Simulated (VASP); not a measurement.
Here is a VASP 6.6.1 calculation.

The input POSCAR:

```
BiTe
1.0
    3.9299886267      0.0000000000      0.0000000000
    0.0000000000      3.9299886267      0.0000000000
    0.0000000000      0.0000000000      3.9299886267
Bi Te
1 1
Direct
    0.0000000000      0.0000000000      0.0000000000
    0.5000000000      0.5000000000      0.5000000000
```

File INCAR.step1:

```
SYSTEM = BiTe
ALGO = Normal
EDIFF = 1E-4
ENCUT = 520
GGA = PE
ISMEAR = 0
LASPH = .True.
LCHARG = .False.
LREAL = .False.
LWAVE = .True.
NBANDS = 18
NELM = 100
PREC = Accurate
SIGMA = 0.05
```

INCAR.step2

```
SYSTEM = BiTe
ALGO = Normal
EDIFF = 1E-6
ENCUT = 520
ISIF = 2
ISMEAR = 0
ISTART = 1
LASPH = .True.
LCHARG = .False.
LMIXTAU = .True.
LREAL = .False.
LWAVE = .False.
METAGGA = R2SCAN
NBANDS = 18
NELM = 100
PREC = Accurate
SIGMA = 0.05
```

File KPOINTS:

```
k-points
0
Gamma
  10 10 10
  0 0 0
```

Potentials or basis: VASP PAW PBE potentials, release 64 (Bi_d, Te).

Launch:

```console
$ cat potpaw_PBE.64/Bi_d/POTCAR potpaw_PBE.64/Te/POTCAR > POTCAR
$ cp INCAR.step1 INCAR
$ mpirun -np 1 vasp_std > vasp.out
$ cp INCAR.step2 INCAR
$ mpirun -np 1 vasp_std > vasp.out
```

**Question.** Estimate the band gap on the k mesh.

**Answer.** Zero (an odd number of electrons rules out a gap without spin polarisation).

**Question.** What does it give for the pressure?

**Answer.** -1.1 GPa.

Caveat: the PAW data sets were made with another functional, which shifts forces and pressure a little; spin-orbit coupling is left out, which moves the levels of the heavy elements; an odd number of electrons without spin polarisation forces a metal; a magnetic or distorted state may lie lower.
